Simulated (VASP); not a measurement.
Wanted: the native input for a VASP 6.6.1 run.

```
Task                   : single point
Functional             : PBE
Potentials or basis    : VASP PAW PBE potentials, release 64 (Ga_d, N)
Cutoff                 : 520 eV
k mesh                 : 12 × 12 × 6
Occupations            : fermi-dirac, width 0.02 eV
Spin                   : no spin polarisation
Dipole correction      : no
Further INCAR settings : ALGO = Normal; EDIFF = 1e-06; NBANDS = 26
```

The structure of GaN lies in POSCAR:

```
GaN
1.0
    3.1831494095      0.0000000000      0.0000000000
   -1.5915747048      2.7566882526      0.0000000000
    0.0000000000      0.0000000000      5.1836254585
Ga N
2 2
Direct
    0.3333333333      0.6666666667     -0.0008868077
    0.6666666667      0.3333333333      0.4991131923
    0.3333333333      0.6666666667      0.3758868077
    0.6666666667      0.3333333333      0.8758868077
```

One way to write it, as run:

INCAR

```
SYSTEM = GaN
  PREC = Accurate
  ENCUT = 520
  EDIFF = 1E-6
  ISMEAR = -1
  SIGMA = 0.02
  LREAL = .False.
  LASPH = .True.
  NELM = 60
  ALGO = Normal
  ISIF = 2
  LWAVE = .False.
  LCHARG = .False.
  GGA = PE
  NBANDS = 26
```

KPOINTS

```
regular mesh
0
Gamma
  12 12 6
  0 0 0
```

Potentials or basis: VASP PAW PBE potentials, release 64 (Ga_d, N).

The run is started by

```sh
$ cat potpaw_PBE.64/Ga_d/POTCAR potpaw_PBE.64/N/POTCAR > POTCAR
$ mpirun -np 1 vasp_std > vasp.out
```

It gave:

```
Pressure               : 6.3 GPa
Largest force          : 0.005 eV/Å
Band gap on the k mesh : 1.94 eV, direct
```

It took 54 s on 1 thread of Intel(R) Xeon(R) 6975P-C (Granite Rapids), with other jobs on the host, peak memory 0.2 GiB.
